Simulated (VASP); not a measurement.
Wanted: the native input for a VASP 6.6.1 run.

- Task: single point
- Functional: r2SCAN
- Potentials or basis: VASP PAW PBE potentials, release 64 (In_d, Sb)
- Cutoff: 520 eV
- k mesh: 10 × 10 × 10
- Occupations: gaussian, width 0.1 eV
- Spin: no spin polarisation
- Dipole correction: no
- Further INCAR settings: ALGO = Normal; EDIFF = 1e-06; NBANDS = 22

InSb3:

```xyz
4
Lattice="0.0000 3.7279 3.7279 3.7279 0.0000 3.7279 3.7279 3.7279 0.0000" Properties=species:S:1:pos:R:3 pbc="T T T"
In    0.0000    0.0000    0.0000
Sb    1.8640    1.8640    1.8640
Sb    5.5919    5.5919    5.5919
Sb    3.7279    3.7279    3.7279
```

These files were run (other wordings do the same):

POSCAR

```
InSb3
1.0
    0.0000000000      3.7279225309      3.7279225309
    3.7279225309      0.0000000000      3.7279225309
    3.7279225309      3.7279225309      0.0000000000
In Sb
1 3
Direct
    0.0000000000      0.0000000000      0.0000000000
    0.2500000000      0.2500000000      0.2500000000
    0.7500000000      0.7500000000      0.7500000000
    0.5000000000      0.5000000000      0.5000000000
```

INCAR.step1

```
PREC     = Accurate       # precision mode
ENCUT    = 520            # plane-wave cutoff, eV
ISMEAR   = 0              # smearing method
SIGMA    = 0.1            # smearing width, eV
LREAL    = F              # projectors in reciprocal space
LASPH    = T              # aspherical terms in the spheres
NELM     = 100            # most SCF steps
NBANDS   = 22             # bands
GGA      = PE             # functional
ALGO     = Normal         # electronic algorithm
EDIFF    = 1E-4           # SCF threshold, eV
LWAVE    = T              # write WAVECAR
LCHARG   = F              # write CHGCAR
```

INCAR.step2

```
PREC     = Accurate       # precision mode
ENCUT    = 520            # plane-wave cutoff, eV
EDIFF    = 1E-6           # SCF threshold, eV
ISMEAR   = 0              # smearing method
SIGMA    = 0.1            # smearing width, eV
LREAL    = F              # projectors in reciprocal space
LASPH    = T              # aspherical terms in the spheres
NELM     = 100            # most SCF steps
ALGO     = Normal         # electronic algorithm
ISIF     = 2              # what is computed and relaxed
LWAVE    = F              # write WAVECAR
LCHARG   = F              # write CHGCAR
METAGGA  = R2SCAN         # meta-GGA
LMIXTAU  = T            
NBANDS   = 22             # bands
ISTART   = 1
```

KPOINTS

```
Automatic mesh
0
Gamma
  10 10 10
```

Potentials or basis: VASP PAW PBE potentials, release 64 (In_d, Sb).

Run with:

```sh
$ cat potpaw_PBE.64/In_d/POTCAR potpaw_PBE.64/Sb/POTCAR > POTCAR
$ cp INCAR.step1 INCAR
$ mpirun -np 1 vasp_std > vasp.out
$ cp INCAR.step2 INCAR
$ mpirun -np 1 vasp_std > vasp.out
```

It gave:

```
Pressure               : 2.1 GPa
Band gap on the k mesh : zero (bands 14 and 15 overlap by 3.14 eV)
```

Caveat: the PAW data sets were made with another functional, which shifts forces and pressure a little; spin-orbit coupling is left out, which moves the levels of the heavy elements.

It took 9.7 min on 1 thread of Intel Xeon 8259CL, with other jobs on the host, peak memory 0.32 GiB.
